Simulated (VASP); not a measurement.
**Mo2Ru3: single point with PBE**

Crystal: Mo2Ru3.

```
Mo Ru
1.0
     2.75511    0.00000    0.00000
    -1.37756    2.38600    0.00000
     0.00000    0.00000   22.17495
Mo Ru
4 6
Direct
  0.33333 0.66667 0.19629
  0.33333 0.66667 0.39879
  0.33333 0.66667 0.60121
  0.33333 0.66667 0.80371
  0.33333 0.66667 0.00000
  0.66667 0.33333 0.09788
  0.66667 0.33333 0.29897
  0.66667 0.33333 0.50000
  0.66667 0.33333 0.70103
  0.66667 0.33333 0.90212
```

```json
{
  "Program": "VASP 6.6.1",
  "Task": "single point",
  "Functional": "PBE",
  "Potentials or basis": "VASP PAW PBE potentials, release 64 (Mo_sv, Ru_pv)",
  "Cutoff": "520 eV",
  "k mesh": "6 × 6 × 1",
  "Occupations": "gaussian, width 0.1 eV",
  "Spin": "collinear spin, ferromagnetic start",
  "Starting moments": "[1.0, 1.0, 1.0, 1.0, 1.0, 1.0, 1.0, 1.0, 1.0, 1.0] μB"
}
```

```json
{
 "Pressure": "0.2 GPa",
 "Largest force": "0.012 eV/Å",
 "Band gap on the k mesh": "zero (filled and empty bands overlap)",
 "Net moment": "0.00 μB per cell",
 "Valence electrons inside the program's atomic spheres": "Mo 12.54; Ru 12.58, 12.64, 12.65 (each value once)"
}
```

Forces on the atoms (eV/Å):
```
Mo   0.000  0.000  0.002
Mo   0.000  0.000  0.001
Mo   0.000  0.000 -0.001
Mo   0.000  0.000 -0.002
Ru   0.000  0.000  0.000
Ru   0.000  0.000 -0.012
Ru   0.000  0.000  0.005
Ru   0.000  0.000  0.000
Ru   0.000  0.000 -0.005
Ru   0.000  0.000  0.012
```

Levels at points of the mesh, in eV from the Fermi level:
Spin up:
```csv
k point,band 67,band 68,band 69,band 70,band 71,band 72
"(0.00, 0.00, 0.00)",-1.11,-1.05,-1.05,-0.67,-0.67,-0.61
"(0.50, 0.00, 0.00)",0.84,0.91,1.20,1.49,1.63,1.64
```
Spin down:
```csv
k point,band 66,band 67,band 68,band 69,band 70,band 71,band 72,band 73
"(0.00, 0.00, 0.00)",-1.11,-1.11,-1.05,-1.05,-0.67,-0.67,-0.61,-0.61
"(0.50, 0.00, 0.00)",0.35,0.84,0.91,1.20,1.49,1.63,1.64,1.71
```

Run time: 7 min on 1 thread of AMD EPYC 7R43 64-Core Processor (Zen 3), with other jobs on the host, peak memory 0.31 GiB.

Caveat: the k points lie up to 0.44 Å⁻¹ apart, too coarse for converged energies and pressures of a metal.
